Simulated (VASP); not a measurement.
# Al5BP6 (P3m1) in VASP: notebook, part 2 of 2

VASP 6.6.1. The steps go on from the part before.

## Step 3: Single point, PBE

This run uses another cell than the first one, of 19.40 Å³/atom, 1.130 times its volume.

Input file INCAR:

```
PREC     = Accurate       # precision mode
ENCUT    = 520            # plane-wave cutoff, eV
EDIFF    = 1E-6           # SCF threshold, eV
ISMEAR   = 0              # smearing method
SIGMA    = 0.1            # smearing width, eV
LREAL    = F              # projectors in reciprocal space
LASPH    = T              # aspherical terms in the spheres
NELM     = 100            # most SCF steps
ALGO     = Normal         # electronic algorithm
ISIF     = 2              # what is computed and relaxed
LWAVE    = F              # write WAVECAR
LCHARG   = F              # write CHGCAR
GGA      = PE             # functional
NBANDS   = 36             # bands
```

Input file KPOINTS:

```
Automatic mesh
0
Gamma
  6 6 1
```

Input file POSCAR:

```
Al5BP6
1.0
    3.7910817794      0.0000000030      0.0000000000
   -1.8955408923      3.2831731273      0.0000000000
    0.0000000000      0.0000000000     18.7024456185
Al B P
5 1 6
Direct
    0.0000000000      0.0000000000      0.0109636489
    0.3333333333      0.6666666667      0.8387649955
    0.6666666667      0.3333333333      0.6665335045
    0.0000000000      0.0000000000      0.4943388835
    0.3333333333      0.6666666667      0.3223164777
    0.6666666667      0.3333333333      0.1621657066
    0.0000000000      0.0000000000      0.8841391989
    0.3333333333      0.6666666667      0.7119678273
    0.6666666667      0.3333333333      0.5397474035
    0.0000000000      0.0000000000      0.3675154714
    0.3333333333      0.6666666667      0.1948748381
    0.6666666667      0.3333333333      0.0566720441
```

Potentials or basis: VASP PAW PBE potentials, release 64 (Al, B, P).

Command:

```sh
$ cat potpaw_PBE.64/Al/POTCAR potpaw_PBE.64/B/POTCAR potpaw_PBE.64/P/POTCAR > POTCAR
$ mpirun -np 1 vasp_std > vasp.out
```

OUTCAR:

```text
PREC = Accurate
   ENCUT = 520
   EDIFF = 1E-6
   ISMEAR = 0
   LREAL = F
   LASPH = T
   NELM = 100
   ISIF = 2
   GGA = PE

 ion  position               nearest neighbor table
   1  0.000  0.000  0.011-  12 2.35  12 2.35  12 2.35   7 2.37
   2  0.333  0.667  0.839-   7 2.35   7 2.35   7 2.35   8 2.37
   3  0.667  0.333  0.667-   8 2.35   8 2.35   8 2.35   9 2.37
   4  0.000  0.000  0.494-   9 2.35   9 2.35   9 2.35  10 2.37
   5  0.333  0.667  0.322-  10 2.35  10 2.35  10 2.35  11 2.38
   6  0.667  0.333  0.162-  12 1.97  11 2.27  11 2.27  11 2.27
   7  0.000  0.000  0.884-   2 2.35   2 2.35   2 2.35   1 2.37
   8  0.333  0.667  0.712-   3 2.35   3 2.35   3 2.35   2 2.37
   9  0.667  0.333  0.540-   4 2.35   4 2.35   4 2.35   3 2.37
  10  0.000  0.000  0.368-   5 2.35   5 2.35   5 2.35   4 2.37
  11  0.333  0.667  0.195-   6 2.27   6 2.27   6 2.27   5 2.38
  12  0.667  0.333  0.057-   6 1.97   1 2.35   1 2.35   1 2.35

  LATTYP: Found a hexagonal cell.
 ALAT       =     3.7910817794
 C/A-ratio  =     4.9332741172

  Lattice vectors:

 A1 = (   3.7910817794,   0.0000000030,   0.0000000000)
 A2 = (  -1.8955408923,   3.2831731273,   0.0000000000)
 A3 = (   0.0000000000,   0.0000000000,  18.7024456185)

Analysis of symmetry for initial positions (statically):
=====================================================================
 Subroutine PRICEL returns:
 Original cell was already a primitive cell.

 Routine SETGRP: Setting up the symmetry group for a
 hexagonal supercell.

 Subroutine GETGRP returns: Found  6 space group operations
 (whereof  6 operations were pure point group operations)
 out of a pool of 24 trial point group operations.

The static configuration has the point symmetry C_3v.

Analysis of symmetry for dynamics (positions and initial velocities):
=====================================================================
 Subroutine PRICEL returns:
 Original cell was already a primitive cell.

 Routine SETGRP: Setting up the symmetry group for a
 hexagonal supercell.

 Subroutine GETGRP returns: Found  6 space group operations
 (whereof  6 operations were pure point group operations)
 out of a pool of 24 trial point group operations.

The dynamic configuration has the point symmetry C_3v.

 Subroutine INISYM returns: Found  6 space group operations
 (whereof  6 operations are pure point group operations),
 and found     1 'primitive' translations

----------------------------------------------------------------------------------------

                                     Primitive cell

  volume of cell :     232.7852

  direct lattice vectors                    reciprocal lattice vectors
     3.791081779  0.000000003  0.000000000     0.263776953  0.152291695  0.000000000
    -1.895540892  3.283173127  0.000000000    -0.000000000  0.304583390  0.000000000
     0.000000000  0.000000000 18.702445619     0.000000000  0.000000000  0.053468943

  length of vectors
     3.791081779  3.791081779 18.702445619     0.304583390  0.304583390  0.053468943

  position of ions in fractional coordinates (direct lattice)
[... 62 lines left out ...]
  0.333333  0.333333  0.000000      2.000000
   k-points           NKPTS =      7   k-points in BZ     NKDIM =      7   number of bands    NBANDS=     36
   number of dos      NEDOS =    301   number of ions     NIONS =     12
   total plane-waves  NPLWV = 109760
   dimension x,y,z NGX =    28 NGY =   28 NGZ =  140
   dimension x,y,z NGXF=    56 NGYF=   56 NGZF=  280
   ions per type =               5   1   6
   NGX,Y,Z   is equivalent  to a cutoff of  12.28, 12.28, 12.44 a.u.
   NGXF,Y,Z  is equivalent  to a cutoff of  24.56, 24.56, 24.89 a.u.
 SYSTEM =  unknown system
   PREC   = accura    normal or accurate (medium, high low for compatibility)
   ISTART =      0    job   : 0-new  1-cont  2-samecut
   ICHARG =      2    charge: 1-file 2-atom 10-const
   ISPIN  =      1    spin polarized calculation?
   LNONCOLLINEAR =      F non collinear calculations
   LSORBIT =      F    spin-orbit coupling
   LASPH  =      T    aspherical Exc in radial PAW
   ENCUT  =  520.0 eV  38.22 Ry    6.18 a.u.   7.05  7.05 34.77*2*pi/ulx,y,z
   NELM   =    100;   NELMIN=  2; NELMDL= -5     # of ELM steps
   EDIFF  = 0.1E-05   stopping-criterion for ELM
   LREAL  =      F    real-space projection
   EDIFFG = 0.1E-04   stopping-criterion for IOM
   NSW    =      0    number of steps for IOM
   IBRION =     -1    ionic relax: 0-MD 1-quasi-New 2-CG
   NFREE  =      0    steps in history (QN), initial steepest desc. (CG)
   ISIF   =      2    stress and relaxation
   ISYM   =      2    0-nonsym 1-usesym 2-fastsym
   POTIM  = 0.5000    time-step for ionic-motion
   TEBEG  =    0.0;   TEEND  =   0.0 temperature during run
   PSTRESS=    0.0 pullay stress
   NELECT =      48.0000    total number of electrons
   NUPDOWN=      -1.0000    fix difference up-down
   EMIN   =  10.00;   EMAX   =-10.00  energy-range for DOS
   EFERMI =   0.00;   METHOD = LEGACY
   ISMEAR =     0;   SIGMA  =   0.10  broadening in eV -4-tet -1-fermi 0-gaus
   EFERMI_NEDOS =   21; number of points for ismear=-14 and -15
   IALGO  =     38    algorithm
   IMIX   =      4    mixing-type and parameters
     AMIX     =   0.40;   BMIX     =  1.00
     AMIX_MAG =   1.60;   BMIX_MAG =  1.00
  volume/ion in A,a.u.               =      19.40       130.91
  Fermi-wavevector in a.u.,A,eV,Ry     =   0.967171  1.827689 12.727170  0.935421
  Thomas-Fermi vector in A             =   2.097035
   LORBIT       =      0    0 simple, 1 ext, 2 COOP (PROOUT), +10 PAW based schemes
   GGA     = PE    functional components
   LHFCALC =     F    Hartree Fock is set to
   AEXX    =    0.0000 exact exchange contribution
   IVDW    =     0    specifies the selected vdW correction
   LEPSILON=     F    determine dielectric tensor
   LRPA    =     F    only Hartree local field effects (RPA)
 non-spin polarized calculation
 Gauss-broadening in eV      SIGMA  =   0.10
  energy-cutoff  :      520.00
  volume of cell :      232.79
 maximum number of plane-waves:      6284
   NGX = 15   NGY = 15   NGZ = 69

 number of electron      48.0000000 magnetization

 Free energy of the ion-electron system (eV)
  ---------------------------------------------------
  ext. energy  EPLUGINS =         0.00000000
  ---------------------------------------------------
  free energy    TOTEN  =       -63.05101720 eV

  energy without entropy =      -63.05101720  energy(sigma->0) =      -63.05101720

 E-fermi :   5.2626     XC(G=0):  -9.3060

 val. band max:        4.8073123718   @ k =   0.0000   0.0000   0.0000
 cond. band min:       5.8311310890   @ k =   0.0000   0.0000   0.0000
 fundamental gap:      1.0238187172
 Fermi energy:         5.2625807420

 k-point     1 :       0.0000    0.0000    0.0000
  band No.  band energies     occupation
      1      -7.4675      2.00000
      2      -6.8729      2.00000
      3      -6.6809      2.00000
      4      -6.0591      2.00000
      5      -5.8669      2.00000
      6      -5.2885      2.00000
[... 262 lines left out ...]
     35      10.5397      0.00000
     36      11.2303      0.00000

------------------------ aborting loop because EDIFF is reached ----------------------------------------

  FORCE on cell =-STRESS in cart. coord.  units (eV):
  Direction    XX          YY          ZZ          XY          YZ          ZX
  --------------------------------------------------------------------------------------
  -------------------------------------------------------------------------------------
  Total       -0.0078378     -0.0078378      0.1032535      0.0000000      0.0000000     -0.0000000
  in kB       -0.0539448     -0.0539448      0.7106572      0.0000000      0.0000000     -0.0000000
  external PRESSURE =       0.2009226 kB  Pullay stress =       0.0000000 kB

 VOLUME and BASIS-vectors are now :
 -----------------------------------------------------------------------------
  energy-cutoff  :      520.00
  volume of cell :      232.79
      direct lattice vectors                 reciprocal lattice vectors
     3.791081779  0.000000003  0.000000000     0.263776953  0.152291695  0.000000000
    -1.895540892  3.283173127  0.000000000    -0.000000000  0.304583390  0.000000000
     0.000000000  0.000000000 18.702445619     0.000000000  0.000000000  0.053468943

 POSITION                                       TOTAL-FORCE (eV/Angst)
 -----------------------------------------------------------------------------------
      0.00000      0.00000      0.20505        -0.000000     -0.000000      0.000655
     -0.00000      2.18878     15.68696         0.000000     -0.000000      0.011010
      1.89554      1.09439     12.46581        -0.000000      0.000000      0.016616
      0.00000      0.00000      9.24535         0.000000     -0.000000      0.013743
     -0.00000      2.18878      6.02811        -0.000000      0.000000     -0.006033
      1.89554      1.09439      3.03290         0.000000      0.000000     -0.013237
      0.00000      0.00000     16.53557        -0.000000     -0.000000     -0.004345
     -0.00000      2.18878     13.31554         0.000000     -0.000000     -0.015882
      1.89554      1.09439     10.09460        -0.000000      0.000000     -0.015459
      0.00000      0.00000      6.87344        -0.000000     -0.000000     -0.007758
     -0.00000      2.18878      3.64464        -0.000000      0.000000      0.015519
      1.89554      1.09439      1.05991         0.000000     -0.000000      0.005171
 -----------------------------------------------------------------------------------
    total drift:                                0.000001     -0.000000     -0.000024

  FREE ENERGIE OF THE ION-ELECTRON SYSTEM (eV)
  ---------------------------------------------------
  free  energy   TOTEN  =       -63.0510171974 eV

  energy  without entropy=      -63.0510171974  energy(sigma->0) =      -63.05101720
```

It took 97 s on 1 thread of Intel Xeon Platinum 8488C (Sapphire Rapids), shared host; peak memory 0.32 GiB.

What came out:

```yaml
Free_energy: -63.0510 eV
Pressure: 0.0 GPa
Largest_force: 0.017 eV/Å
Band_gap_on_the_k_mesh: 1.02 eV, direct
```

Forces on the atoms (eV/Å):
```
Al   0.000  0.000  0.001
Al   0.000  0.000  0.011
Al   0.000  0.000  0.017
Al   0.000  0.000  0.014
Al   0.000  0.000 -0.006
B    0.000  0.000 -0.013
P    0.000  0.000 -0.004
P    0.000  0.000 -0.016
P    0.000  0.000 -0.015
P    0.000  0.000 -0.008
P    0.000  0.000  0.016
P    0.000  0.000  0.005
```

Stress tensor (GPa, compression positive):
```
-0.01  0.00  0.00
 0.00 -0.01  0.00
 0.00  0.00  0.07
```

A k mesh can miss the band edges. A hybrid or GW would open this gap; PBE tends to underestimate it.

## Step 4: Relaxation of cell and atoms, PBE

Input file INCAR:

```
SYSTEM = Al5BP6
PREC     = Accurate       ! precision mode
ENCUT    = 600            ! plane-wave cutoff, eV
EDIFF    = 1E-6           ! SCF threshold, eV
ISMEAR   = 0              ! smearing method
SIGMA    = 0.1            ! smearing width, eV
LREAL    = .FALSE.        ! projectors in reciprocal space
LASPH    = .TRUE.         ! aspherical terms in the spheres
NELM     = 60             ! most SCF steps
ALGO     = Normal         ! electronic algorithm
ISIF     = 3              ! what is computed and relaxed
LWAVE    = .FALSE.        ! write WAVECAR
LCHARG   = .FALSE.        ! write CHGCAR
GGA      = PE             ! functional
IBRION   = 2              ! ionic algorithm
NSW      = 90             ! ionic steps
EDIFFG   = -0.04          ! ionic threshold
```

Input file KPOINTS:

```
regular mesh
0
G
  6 6 1
  0 0 0
```

Input file POSCAR:

```
Al5BP6
1.0
    3.6482801100      0.0000000000      0.0000000000
   -1.8241400600      3.1595032600      0.0000000000
    0.0000000000      0.0000000000     17.8728494300
Al B P
5 1 6
Direct
    0.0000000000      0.0000000000      0.0000000000
    0.3333333300      0.6666666700      0.8333333300
    0.6666666700      0.3333333300      0.6666666700
    0.0000000000      0.0000000000      0.5000000000
    0.3333333300      0.6666666700      0.3333333300
    0.6666666700      0.3333333300      0.1666666700
    0.0000000000      0.0000000000      0.8750000000
    0.3333333300      0.6666666700      0.7083333300
    0.6666666700      0.3333333300      0.5416666700
    0.0000000000      0.0000000000      0.3750000000
    0.3333333300      0.6666666700      0.2083333300
    0.6666666700      0.3333333300      0.0416666700
```

Command:

```sh
$ cat potpaw_PBE.64/Al/POTCAR potpaw_PBE.64/B/POTCAR potpaw_PBE.64/P/POTCAR > POTCAR
$ mpirun -np 1 vasp_std > vasp.out
```

Wall time 12 min (1 thread of Intel Xeon 6975P-C, shared host); peak memory 0.39 GiB.

The run converged. Its results:

| Quantity | Value |
| --- | --- |
| Free energy | -63.0503 eV |
| Relaxed volume | 19.39 Å³/atom |
| Relaxed cell | a = 3.790 Å, b = 3.790 Å, c = 18.707 Å, α = 90.00°, β = 90.00°, γ = 120.00° |
| Space group after relaxing (to 0.05 Å) | P3m1 (No. 156) |
| Energy gained by relaxing | 171.5 meV/atom |
| Ionic steps | 16 |
| Pressure after relaxing | 0.1 GPa |
| Largest force after relaxing | 0.023 eV/Å |
| Band gap on the k mesh | 1.03 eV, direct |

Forces on the atoms (eV/Å):
```
Al   0.000  0.000 -0.003
Al   0.000  0.000  0.000
Al   0.000  0.000 -0.011
Al   0.000  0.000 -0.006
Al   0.000  0.000  0.013
B    0.000  0.000  0.023
P    0.000  0.000 -0.010
P    0.000  0.000 -0.006
P    0.000  0.000  0.020
P    0.000  0.000 -0.004
P    0.000  0.000  0.001
P    0.000  0.000 -0.017
```

The path:
| step | energy change (eV) | largest force (eV/Å) | pressure (GPa) | volume (Å³) |
| --- | --- | --- | --- | --- |
| 1 | 0.0000 | 3.2837 | 15.47 | 206.02 |
| 2 | -1.0587 | 1.1089 | -7.48 | 259.49 |
| 3 | -1.6199 | 1.3886 | -1.15 | 237.22 |
| 4 | -1.6200 | 1.4170 | -0.91 | 236.57 |
| 5 | -1.7953 | 0.8600 | -0.47 | 234.82 |
| 6 | -1.8977 | 0.6769 | 0.56 | 232.16 |
| 7 | -1.8999 | 0.6055 | 0.36 | 232.58 |
| 8 | -1.9658 | 0.5250 | -0.12 | 233.59 |
| 9 | -1.9847 | 0.4875 | -0.49 | 234.46 |
| 10 | -2.0245 | 0.4091 | 0.09 | 232.75 |
| 11 | -2.0254 | 0.4481 | 0.21 | 232.45 |
| 12 | -2.0495 | 0.2140 | 0.09 | 232.61 |
| 13 | -2.0529 | 0.2695 | 0.04 | 232.70 |
| 14 | -2.0582 | 0.0628 | -0.05 | 232.97 |
| 15 | -2.0582 | 0.0561 | -0.05 | 232.95 |
| 16 | -2.0585 | 0.0227 | 0.06 | 232.70 |

Final structure:
```yaml
crystal:
  lattice:
    - [3.78992, 0.00000, 0.00000]
    - [-1.89496, 3.28217, 0.00000]
    - [0.00000, 0.00000, 18.70701]
  atoms:
    - { symbol: Al, position: [0.00000, 0.00000, 0.01104] }
    - { symbol: Al, position: [0.33333, 0.66667, 0.83889] }
    - { symbol: Al, position: [0.66667, 0.33333, 0.66661] }
    - { symbol: Al, position: [0.00000, 0.00000, 0.49431] }
    - { symbol: Al, position: [0.33333, 0.66667, 0.32215] }
    - { symbol: B, position: [0.66667, 0.33333, 0.16204] }
    - { symbol: P, position: [0.00000, 0.00000, 0.88428] }
    - { symbol: P, position: [0.33333, 0.66667, 0.71205] }
    - { symbol: P, position: [0.66667, 0.33333, 0.53966] }
    - { symbol: P, position: [0.00000, 0.00000, 0.36743] }
    - { symbol: P, position: [0.33333, 0.66667, 0.19481] }
    - { symbol: P, position: [0.66667, 0.33333, 0.05672] }
```

Levels at points of the mesh, in eV from the valence-band top:
| k point | band 21 | band 22 | band 23 | band 24 | band 25 | band 26 | band 27 | band 28 |
| --- | --- | --- | --- | --- | --- | --- | --- | --- |
| (0.00, 0.00, 0.00) | -0.22 | -0.22 | 0.00 | 0.00 | 1.03 | 2.99 | 3.15 | 3.32 |
| (0.50, 0.00, 0.00) | -1.43 | -1.25 | -1.08 | -0.88 | 1.32 | 1.62 | 2.22 | 2.32 |

## Step 5: Single point, PBE

This run uses another cell than the first one, of 19.42 Å³/atom, 1.131 times its volume.

Input file INCAR:

```
SYSTEM = Al5BP6
PREC = Accurate
ENCUT = 520
EDIFF = 1E-6
ISMEAR = 0
SIGMA = 0.02
LREAL = .False.
LASPH = .True.
NELM = 80
ALGO = Normal
ISIF = 2
LWAVE = .False.
LCHARG = .True.
GGA = PE
LELF = .True.
LVHAR = .True.
NBANDS = 36
```

Input file KPOINTS:

```
Automatic mesh
0
Gamma
  12 12 2
  0 0 0
```

Input file POSCAR:

```
Al5BP6
1.0
    3.7905538153      0.0000000000      0.0000000000
   -1.8952769077      3.2827158985      0.0000000000
    0.0000000000      0.0000000000     18.7288752165
Al B P
5 1 6
Direct
    0.0000000000      0.0000000000      0.0109410050
    0.3333333333      0.6666666667      0.8387415179
    0.6666666667      0.3333333333      0.6665234456
    0.0000000000      0.0000000000      0.4943052605
    0.3333333333      0.6666666667      0.3222367282
    0.6666666667      0.3333333333      0.1621258961
    0.0000000000      0.0000000000      0.8841898690
    0.3333333333      0.6666666667      0.7119824604
    0.6666666667      0.3333333333      0.5397531506
    0.0000000000      0.0000000000      0.3675171582
    0.3333333333      0.6666666667      0.1949293367
    0.6666666667      0.3333333333      0.0567541719
```

Command:

```sh
$ cat potpaw_PBE.64/Al/POTCAR potpaw_PBE.64/B/POTCAR potpaw_PBE.64/P/POTCAR > POTCAR
$ mpirun -np 1 vasp_std > vasp.out
```

It took 5.1 min on 1 thread of Intel Xeon 6975P-C, shared host; peak memory 0.48 GiB.

The run converged. Its results:

| Item | Value |
| --- | --- |
| Free energy | -63.0829 eV |
| Pressure | -0.1 GPa |
| Largest force | 0.006 eV/Å |
| Band gap on the k mesh | 1.03 eV, direct |

Forces in eV/Å, atoms in the order of the input:
```
Al   0.000  0.000  0.001
Al   0.000  0.000  0.003
Al   0.000  0.000  0.004
Al   0.000  0.000  0.003
Al   0.000  0.000  0.006
B    0.000  0.000  0.000
P    0.000  0.000 -0.002
P    0.000  0.000 -0.004
P    0.000  0.000 -0.004
P    0.000  0.000 -0.002
P    0.000  0.000 -0.002
P    0.000  0.000 -0.004
```

Levels at points of the mesh, in eV from the valence-band top:
| k point | band 20 | band 21 | band 22 | band 23 | band 24 | band 25 | band 26 | band 27 | band 28 | band 29 |
| --- | --- | --- | --- | --- | --- | --- | --- | --- | --- | --- |
| (0.00, 0.00, 0.00) | -0.25 | -0.21 | -0.21 | 0.00 | 0.00 | 1.03 | 3.00 | 3.15 | 3.30 | 3.40 |
| (0.50, 0.00, 0.00) | -1.90 | -1.43 | -1.25 | -1.09 | -0.88 | 1.33 | 1.62 | 2.22 | 2.32 | 2.59 |
| (0.00, 0.00, 0.50) | -0.42 | -0.15 | -0.15 | -0.03 | -0.03 | 1.05 | 2.96 | 3.18 | 3.36 | 3.40 |
| (0.50, 0.00, 0.50) | -1.64 | -1.60 | -1.41 | -1.07 | -0.96 | 1.42 | 1.69 | 2.16 | 2.51 | 2.73 |

A k mesh can miss the band edges.

## Step 6: Summary

```csv
task,cell,k mesh,cutoff (eV),smearing,gap on the mesh (eV),pressure (GPa),largest force (eV/Å)
single point,"a = 3.648, b = 3.648, c = 17.873 Å, angles 90.0, 90.0, 120.0°, 12 atoms",6 × 6 × 1,520,gaussian 0.1 eV,1.10,15.5,3.28
single point,"a = 3.791, b = 3.791, c = 18.702 Å, angles 90.0, 90.0, 120.0°, 12 atoms",6 × 6 × 1,520,gaussian 0.1 eV,1.02,0.0,0.02
relaxation of cell and atoms,"relaxed from a = 3.648, b = 3.648, c = 17.873 Å, angles 90.0, 90.0, 120.0°, 12 atoms",6 × 6 × 1,600,gaussian 0.1 eV,1.03,0.1,0.02
single point,"a = 3.791, b = 3.791, c = 18.729 Å, angles 90.0, 90.0, 120.0°, 12 atoms",12 × 12 × 2,520,gaussian 0.02 eV,1.03,-0.1,0.01
```

Alike in all rows: level PBE; potentials or basis VASP PAW PBE potentials, release 64 (Al, B, P); no spin polarisation.

Caveats: forces of over 1 eV/Å act on the atoms, so gaps and moduli don't describe the material at rest (some runs).

Total energies depend on the potentials used, so only differences within one code and one set of settings carry meaning.
